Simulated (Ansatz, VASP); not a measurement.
HfN: VASP beside Ansatz

```xyz
2
Lattice="0.0000 2.2590 2.2590 2.2590 0.0000 2.2590 2.2590 2.2590 0.0000" Properties=species:S:1:pos:R:3 pbc="T T T"
Hf    2.2590    2.2590    2.2590
N     0.0000    0.0000    0.0000
```

Alike in both runs: task relaxation of cell and atoms; functional PBE; k mesh 16 × 16 × 16; occupations gaussian, width 0.1 eV; no spin polarisation.

|  | VASP | Ansatz |
| --- | --- | --- |
| version | VASP 6.6.1 | Ansatz 0.2.0 |
| potentials or method | VASP PAW PBE potentials, release 64 (Hf_pv, N), cutoff 600 eV | scalar-relativistic, plane waves, PAW |
| valence electrons in the cell | 15 | 31 |

VASP gave:

```
gap on the k mesh at the Fermi level, each at its own relaxed structure (eV) : none
relaxed volume (Å³/atom)                                                     : 11.65
relaxed cell length with the largest relative difference (Å)                 : 3.206
```

Question: Estimate Ansatz's values.

Answer: gap on the k mesh at the Fermi level, each at its own relaxed structure (eV): none; relaxed volume (Å³/atom): 11.76; relaxed cell length with the largest relative difference (Å): 3.216.

A gap of «none» marks a metal or a gap that the smearing closes. VASP's potentials hold 15 valence electrons a cell and Ansatz's 31, so a difference there can come from the potentials and not from the codes.

Spin-orbit coupling is off throughout.
